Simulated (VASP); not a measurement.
Write the native input for VASP 6.6.1 that does the following.

| Quantity | Value |
| --- | --- |
| Task | single point |
| Functional | PBE |
| Potentials or basis | VASP PAW PBE potentials, release 64 (Ge_d) |
| Cutoff | 520 eV |
| k mesh | 4 × 4 × 4 |
| Occupations | gaussian, width 0.1 eV |
| Spin | no spin polarisation |
| Dipole correction | no |
| Further INCAR settings | ALGO = Normal; EDIFF = 1e-06; NBANDS = 51 |

The structure of Ge lies in POSCAR:

```
Ge
1.0
    3.3322018100     -4.0888826700      0.0000000000
    3.3322018100      4.0888826700      0.0000000000
    0.0000000000      0.0000000000      4.7580796300
Ge
6
Direct
    0.6039974100      0.3960025900      0.3101849400
    0.8960025900      0.1039974100      0.3101849400
    0.3960025900      0.6039974100      0.6898150600
    0.1039974100      0.8960025900      0.6898150600
    0.7500000000      0.7500000000      0.0000000000
    0.2500000000      0.2500000000      0.0000000000
```

The cell was built from a structure type or drawn by symmetry, and may not be a known phase.

These files were run (other wordings do the same):

INCAR

```
ALGO = Normal ; EDIFF = 1E-6
ENCUT = 520 ; GGA = PE
ISIF = 2 ; ISMEAR = 0
LASPH = True ; LCHARG = True
LELF = True ; LREAL = False
LVHAR = True ; LWAVE = False
NBANDS = 51 ; NELM = 60
PREC = Accurate ; SIGMA = 0.1
```

KPOINTS

```
k-points
0
Gamma
  4 4 4
```

Potentials or basis: VASP PAW PBE potentials, release 64 (Ge_d).

Run with:

```bash
$ cat potpaw_PBE.64/Ge_d/POTCAR > POTCAR
$ mpirun -np 1 vasp_std > vasp.out
```

Results of the run:

* Pressure: 11.4 GPa
* Largest force: 0.635 eV/Å
* Band gap on the k mesh: zero (bands 42 and 43 overlap by 0.71 eV)

Caveat: the cell stands under pressure; semilocal functionals underestimate gaps, so a narrow gap can read as zero.

It took 57 s on 1 thread of Intel(R) Xeon(R) 6975P-C (Granite Rapids), on a shared host, peak memory 0.27 GiB.
